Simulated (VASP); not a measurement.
# Ca7MoO8 (Fm-3m) in VASP: a series of runs, part 2 of 2

VASP 6.6.1.

## (4) Single point, PBEsol+U, collinear spin, zero start

File INCAR:

```
  PREC = Accurate
  ENCUT = 520
  EDIFF = 1E-6
  ISMEAR = 0
  SIGMA = 0.05
  LREAL = Auto
  LASPH = True
  NELM = 150
  ALGO = Normal
  ISIF = 2
  LWAVE = False
  LCHARG = True
  ISPIN = 2
  MAGMOM = 0 0 0 0 0 0 0 0 0 0 0 0 0 0 0 0
  LORBIT = 11
  NUPDOWN = 0.0
  LMAXMIX = 4
  LDAU = True
  LDAUTYPE = 2
  LDAUL = 2 -1 -1
  LDAUU = 2 0 0
  LDAUJ = 0 0 0
  LDAUPRINT = 1
  GGA = PS
  LELF = True
  LVHAR = True
  NBANDS = 84
```

File KPOINTS:

```
regular mesh
0
Gamma
  3 3 3
```

File POSCAR:

```
Ca7MoO8
1.0
    0.0000000000      4.8150000000      4.8150000000
    4.8150000000      0.0000000000      4.8150000000
    4.8150000000      4.8150000000      0.0000000000
Mo Ca O
1 7 8
Direct
    0.0000000000      0.0000000000      1.0000000000
    0.0000000000      0.0000000000      0.5000000000
    0.0000000000      0.5000000000      0.0000000000
    0.0000000000      0.5000000000      0.5000000000
    0.5000000000      0.0000000000      0.0000000000
    0.5000000000      0.0000000000      0.5000000000
    0.5000000000      0.5000000000      0.0000000000
    0.5000000000      0.5000000000      0.5000000000
    0.2500000000      0.2500000000      0.2500000000
    0.2420323557      0.2420323557      0.7579676443
    0.2420323557      0.7579676443      0.2420323557
    0.2420323557      0.7579676443      0.7579676443
    0.7579676443      0.2420323557      0.2420323557
    0.7579676443      0.2420323557      0.7579676443
    0.7579676443      0.7579676443      0.2420323557
    0.7500000000      0.7500000000      0.7500000000
```

Potentials or basis: VASP PAW PBE potentials, release 64 (Mo_sv, Ca_sv, O).

Run with:

```bash
$ cat potpaw_PBE.64/Mo_sv/POTCAR potpaw_PBE.64/Ca_sv/POTCAR potpaw_PBE.64/O/POTCAR > POTCAR
$ mpirun -np 1 vasp_std > vasp.out
```

OUTCAR:

```text
PREC = Accurate
   ENCUT = 520
   EDIFF = 1E-6
   ISMEAR = 0
   LREAL = Auto
   LASPH = True
   NELM = 150
   ISIF = 2
   ISPIN = 2
   LORBIT = 11
   NUPDOWN = 0.0
   GGA = PS

 ion  position               nearest neighbor table
   1  0.000  0.000  0.000-  10 2.33  11 2.33  12 2.33  13 2.33  14 2.33  15 2.33
   2  0.000  0.000  0.500-   9 2.41  16 2.41  12 2.41  13 2.41  14 2.41  11 2.41
   3  0.000  0.500  0.000-   9 2.41  16 2.41  12 2.41  13 2.41  15 2.41  10 2.41
   4  0.000  0.500  0.500-   9 2.41  16 2.41  11 2.41  14 2.41  15 2.41  10 2.41
   5  0.500  0.000  0.000-   9 2.41  16 2.41  11 2.41  14 2.41  15 2.41  10 2.41
   6  0.500  0.000  0.500-   9 2.41  16 2.41  12 2.41  13 2.41  15 2.41  10 2.41
[... 8 lines left out ...]
  15  0.758  0.758  0.242-   1 2.33   3 2.41   4 2.41   5 2.41   6 2.41   8 2.48
  16  0.750  0.750  0.750-   2 2.41   3 2.41   4 2.41   5 2.41   6 2.41   7 2.41

  LATTYP: Found a face centered cubic cell.
 ALAT       =     9.6300000000

  Lattice vectors:

 A1 = (   0.0000000000,   4.8150000000,   4.8150000000)
 A2 = (   4.8150000000,   0.0000000000,   4.8150000000)
 A3 = (   4.8150000000,   4.8150000000,   0.0000000000)

Analysis of symmetry for initial positions (statically):
=====================================================================
 Subroutine PRICEL returns:
 Original cell was already a primitive cell.

 Routine SETGRP: Setting up the symmetry group for a
 face centered cubic supercell.

 Subroutine GETGRP returns: Found 48 space group operations
 (whereof 48 operations were pure point group operations)
 out of a pool of 48 trial point group operations.

The static configuration has the point symmetry O_h .

Analysis of symmetry for dynamics (positions and initial velocities):
=====================================================================
 Subroutine PRICEL returns:
[... 232 lines left out ...]
      4     -34.5990      1.00000
      5     -34.5990      1.00000
      6     -34.5990      1.00000
[... 313 lines left out ...]
     77       9.0462      0.00000
     78       9.2580      0.00000
 Fermi energy:         5.4070829600

 spin component 2

 k-point     1 :       0.0000    0.0000    0.0000
  band No.  band energies     occupation
      1     -56.0561      1.00000
      2     -35.5090      1.00000
      3     -34.6683      1.00000
      4     -34.5991      1.00000
      5     -34.5991      1.00000
      6     -34.5991      1.00000
[... 313 lines left out ...]
     77       9.0462      0.00000
     78       9.2580      0.00000
 [bands above 78 left out]

------------------------ aborting loop because EDIFF is reached ----------------------------------------

  FORCE on cell =-STRESS in cart. coord.  units (eV):
  Direction    XX          YY          ZZ          XY          YZ          ZX
  --------------------------------------------------------------------------------------
  -------------------------------------------------------------------------------------
  Total      -11.8199537    -11.8199537    -11.8199537     -0.0000000      0.0000000      0.0000000
  in kB      -84.8218004    -84.8218004    -84.8218004     -0.0000000      0.0000000      0.0000000
  external PRESSURE =     -84.8218004 kB  Pullay stress =       0.0000000 kB

 VOLUME and BASIS-vectors are now :
 -----------------------------------------------------------------------------
  energy-cutoff  :      520.00
  volume of cell :      223.26
      direct lattice vectors                 reciprocal lattice vectors
     0.000000000  4.815000000  4.815000000    -0.103842160  0.103842160  0.103842160
     4.815000000  0.000000000  4.815000000     0.103842160 -0.103842160  0.103842160
     4.815000000  4.815000000  0.000000000     0.103842160  0.103842160 -0.103842160

 POSITION                                       TOTAL-FORCE (eV/Angst)
 -----------------------------------------------------------------------------------
      0.00000      0.00000      0.00000         0.000000      0.000000      0.000000
      2.40750      2.40750      0.00000         0.000000      0.000000      0.000000
      2.40750      0.00000      2.40750         0.000000     -0.000000      0.000000
      4.81500      2.40750      2.40750         0.000000      0.000000     -0.000000
      0.00000      2.40750      2.40750         0.000000     -0.000000      0.000000
      2.40750      4.81500      2.40750         0.000000      0.000000     -0.000000
[... 8 lines left out ...]
      4.81500      4.81500      7.29923         0.000000      0.000000     -0.019883
      7.22250      7.22250      7.22250         0.000000     -0.000000     -0.000000
 -----------------------------------------------------------------------------------
    total drift:                                0.000000      0.000000      0.000000

  FREE ENERGIE OF THE ION-ELECTRON SYSTEM (eV)
  ---------------------------------------------------
  free  energy   TOTEN  =      -108.5655178267 eV

  energy  without entropy=     -108.5399563004  energy(sigma->0) =     -108.55273706

 total charge

# of ion       s       p       d       tot
------------------------------------------
    1        2.187   6.088   3.726  12.001
    2        2.039   5.873   0.314   8.225
    3        2.039   5.873   0.314   8.225
    4        2.039   5.873   0.314   8.225
    5        2.039   5.873   0.314   8.225
    6        2.039   5.873   0.314   8.225
[... 8 lines left out ...]
   15        1.544   3.402   0.000   4.947
   16        1.545   3.426   0.000   4.971
--------------------------------------------------
tot         28.806  74.448   5.904 109.158

 magnetization (x)

# of ion       s       p       d       tot
------------------------------------------
    1        0.000   0.000  -0.000  -0.000
    2       -0.000   0.000   0.000  -0.000
    3       -0.000   0.000   0.000  -0.000
    4       -0.000   0.000   0.000  -0.000
    5       -0.000   0.000   0.000  -0.000
    6       -0.000   0.000   0.000  -0.000
[... 8 lines left out ...]
   15       -0.000   0.000   0.000   0.000
   16       -0.000  -0.000   0.000  -0.000
--------------------------------------------------
tot         -0.000  -0.000  -0.000  -0.000
```

OSZICAR:

```text
N       E                     dE             d eps       ncg     rms          rms(c)
DAV:   1     0.154535658478E+04    0.15454E+04   -0.67529E+04  1344   0.161E+03
DAV:   2     0.247908202635E+02   -0.15206E+04   -0.14765E+04  1516   0.495E+02
DAV:   3    -0.117361564740E+03   -0.14215E+03   -0.14078E+03  1804   0.143E+02
DAV:   4    -0.124056250752E+03   -0.66947E+01   -0.66384E+01  2024   0.282E+01
DAV:   5    -0.124418307972E+03   -0.36206E+00   -0.36172E+00  2016   0.528E+00    0.275E+01
DAV:   6    -0.114177822545E+03    0.10240E+02   -0.17130E+02  1560   0.333E+01    0.244E+01
DAV:   7    -0.108483360496E+03    0.56945E+01   -0.36116E+01  1536   0.210E+01    0.756E+00
DAV:   8    -0.108573334429E+03   -0.89974E-01   -0.41615E+00  1848   0.530E+00    0.392E+00
DAV:   9    -0.108567480386E+03    0.58540E-02   -0.69988E-01  1952   0.301E+00    0.154E+00
DAV:  10    -0.108560028183E+03    0.74522E-02   -0.14823E-01  1720   0.137E+00    0.581E-01
DAV:  11    -0.108564302174E+03   -0.42740E-02   -0.14592E-02  1856   0.457E-01    0.276E-01
DAV:  12    -0.108564979395E+03   -0.67722E-03   -0.26138E-03  1952   0.191E-01    0.176E-01
DAV:  13    -0.108565529300E+03   -0.54991E-03   -0.73952E-04  1704   0.120E-01    0.454E-02
DAV:  14    -0.108565521078E+03    0.82224E-05   -0.22472E-04  1800   0.531E-02    0.189E-02
DAV:  15    -0.108565518252E+03    0.28260E-05   -0.27109E-05  1560   0.212E-02    0.784E-03
DAV:  16    -0.108565517827E+03    0.42511E-06   -0.99801E-06  1440   0.115E-02
   1 F= -.10856552E+03 E0= -.10855274E+03  d E =-.255615E-01  mag=    -0.0000
```

Run time: 4.8 min. Hardware: 1 thread of Intel Xeon 6975P-C (Granite Rapids), shared host; peak memory 0.56 GiB.

Results:

- Free energy: -108.5655 eV
- Pressure: -8.5 GPa
- Largest force: 0.020 eV/Å
- Net moment: 0.00 μB per cell
- Valence electrons inside the program's atomic spheres: Mo 12.00; Ca 8.22, 8.18 (each value once); O 4.97, 4.95 (each value once)

Forces in eV/Å, atoms in the order of the input:
```
Mo   0.000  0.000  0.000
Ca   0.000  0.000  0.000
Ca   0.000  0.000  0.000
Ca   0.000  0.000  0.000
Ca   0.000  0.000  0.000
Ca   0.000  0.000  0.000
Ca   0.000  0.000  0.000
Ca   0.000  0.000  0.000
O    0.000  0.000  0.000
O    0.000  0.000  0.020
O    0.000  0.020  0.000
O   -0.020  0.000  0.000
O    0.020  0.000  0.000
O    0.000 -0.020  0.000
O    0.000  0.000 -0.020
O    0.000  0.000  0.000
```

Eigenvalues of the final occupation matrices:
```tsv
site	spin	trace	eigenvalues
site 1 d	1	1.88	0.18 0.18 0.51 0.51 0.51
site 1 d	2	1.88	0.18 0.18 0.51 0.51 0.51
```

Caveat: the k points lie up to 0.38 Å⁻¹ apart; the PAW data sets were made with another functional, which shifts forces and pressure a little; the total moment is fixed, so each spin has its own Fermi level.

## (5) The runs side by side

```csv
spin,fixed moment (μB),pressure (GPa),moment (μB),largest force (eV/Å)
collinear,3.6,-5.0,3.60,0.24
collinear,3.0,-6.0,3.00,0.11
"collinear, zero start",0.0,-8.5,0.00,0.02
```

Alike in all rows: task single point; level PBEsol+U; potentials or basis VASP PAW PBE potentials, release 64 (Mo_sv, Ca_sv, O); Mo d U = 2.0 eV; cell as given; k mesh 3 × 3 × 3; cutoff (eV) 520; smearing gaussian 0.05 eV.

Caveats: all runs use coarse meshes; the PAW data sets were made with another functional, which shifts forces and pressure a little; the total moment is fixed, so each spin has its own Fermi level and the state may be an excited one (at least some runs); the total moment is fixed, so each spin has its own Fermi level (at least some runs).

Absolute energies hang on the potentials; compare differences alone.
